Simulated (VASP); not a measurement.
A run of VASP 6.6.1 is set up as follows.

File INCAR:

```
PREC = Accurate
ENCUT = 600
EDIFF = 1E-7
ISMEAR = 0
SIGMA = 0.1
LREAL = F
LASPH = T
NELM = 80
ALGO = Normal
ISIF = 3
LWAVE = F
LCHARG = F
GGA = PE
IBRION = 2
NSW = 90
EDIFFG = -0.04
```

The input KPOINTS:

```
Automatic mesh
0
Gamma
  6 6 2
```

The input POSCAR:

```
NaPS
1.0
    3.5802382828      0.0000000000      0.0000000000
    0.0000000000      3.5802382828      0.0000000000
    0.0000000000      0.0000000000      9.4095195485
Na P S
2 2 2
Direct
    0.0000000000      0.5000000000      0.0000000000
    0.5000000000      0.0000000000      0.5000000000
    0.0000000000      0.0000000000      0.7500000000
    0.0000000000      0.0000000000      0.2500000000
    0.5000000000      0.5000000000      0.2500000000
    0.5000000000      0.5000000000      0.7500000000
```

Potentials or basis: VASP PAW PBE potentials, release 64 (Na_pv, P, S).

The run is started by

```console
$ cat potpaw_PBE.64/Na_pv/POTCAR potpaw_PBE.64/P/POTCAR potpaw_PBE.64/S/POTCAR > POTCAR
$ mpirun -np 1 vasp_std > vasp.out
```

(1) What does it give for the relaxed cell?

(2) Estimate the relaxed volume.

(3) Predict the space group after relaxing (to 0.05 Å).

Results:

(1) a = 3.578 Å, b = 3.578 Å, c = 9.438 Å, α = 90.00°, β = 90.00°, γ = 90.00°.

(2) 20.14 Å³/atom.

(3) P4_2/mmc (No. 131).
